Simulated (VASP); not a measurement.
Crystal: Cu.

```xyz
1
Lattice="-1.4428 1.4428 1.3761 1.4428 -1.4428 1.3761 1.4428 1.4428 -1.3761" Properties=species:S:1:pos:R:3 pbc="T T T"
Cu    0.0000    0.0000    0.0000
```

```yaml
Program: VASP 6.6.1
Task: relaxation of cell and atoms
Functional: BLYP
Potentials_or_basis: VASP PAW PBE potentials, release 64 (Cu_sv_GW)
Cutoff: 820 eV
k_mesh: 13 × 13 × 13
Occupations: fermi-dirac, width 0.05 eV
Spin: no spin polarisation
```

At the start: pressure 14.8 GPa; volume 11.46 Å³/atom.

**Question.** How do energy, volume and symmetry change on relaxing?

**Answer.** Over 9 steps the energy falls by 46.4 meV/atom and the volume is 12.52 Å³/atom (+9.2 %); space group I4/mmm (No. 139, to 0.1 Å) before and after.

The path:
```
step  energy change (eV)  largest force (eV/Å)  pressure (GPa)  volume (Å³)
   1              0.0000                0.0000           14.83        11.46
   2             -0.0270                0.0000           -7.43        13.31
   3             -0.0458                0.0000           -0.07        12.53
   4             -0.0457                0.0000            0.05        12.51
   5             -0.0460                0.0000            0.12        12.51
   6             -0.0464                0.0000            0.10        12.51
   7             -0.0461                0.0000            0.12        12.52
   8             -0.0464                0.0000            0.09        12.52
   9             -0.0464                0.0000            0.05        12.52
```

Final structure:
```
Cu
1.0
    -1.49752    1.49752    1.39524
     1.49752   -1.49752    1.39524
     1.49752    1.49752   -1.39524
Cu
1
Direct
  0.00000 0.00000 0.00000
```

Caveat: the PAW data sets were made with another functional, which shifts forces and pressure a little.
